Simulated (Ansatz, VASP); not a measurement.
## Two plane-wave programs on SnSe2

```
CELL_PARAMETERS angstrom
3.81745 0.00000 0.00000
-1.90872 3.30601 0.00000
0.00000 0.00000 6.15468
ATOMIC_POSITIONS crystal
Sn 0.00000 0.00000 0.00000
Se 0.66667 0.33333 0.74217
Se 0.33333 0.66667 0.25783
```

Alike in both runs: task single point; functional PBEsol; k mesh 12 × 12 × 6; occupations gaussian, width 0.02 eV; no spin polarisation.

```csv
,VASP,Ansatz
version,VASP 6.6.1,Ansatz 0.2.0
potentials or method,"VASP PAW PBE potentials, release 64 (Sn_d, Se), cutoff 520 eV","scalar-relativistic, plane waves, PAW"
valence electrons in the cell,26,46
```

```csv
,VASP,Ansatz,Ansatz less VASP
gap on the k mesh at the Fermi level (eV),0.49,0.49,+0.005
least direct gap on the mesh (eV),0.99,1.00,+0.009
pressure (GPa),0.1,0.0,-0.10
rms of the force components (eV/Å),0.009,0.001,-0.0079
```

VASP's potentials were made for PBE, not for PBEsol. Atom by atom the forces differ by 0.009 eV/Å (rms over components). VASP's potentials hold 26 valence electrons a cell and Ansatz's 46, so a difference there can come from the potentials and not from the codes.
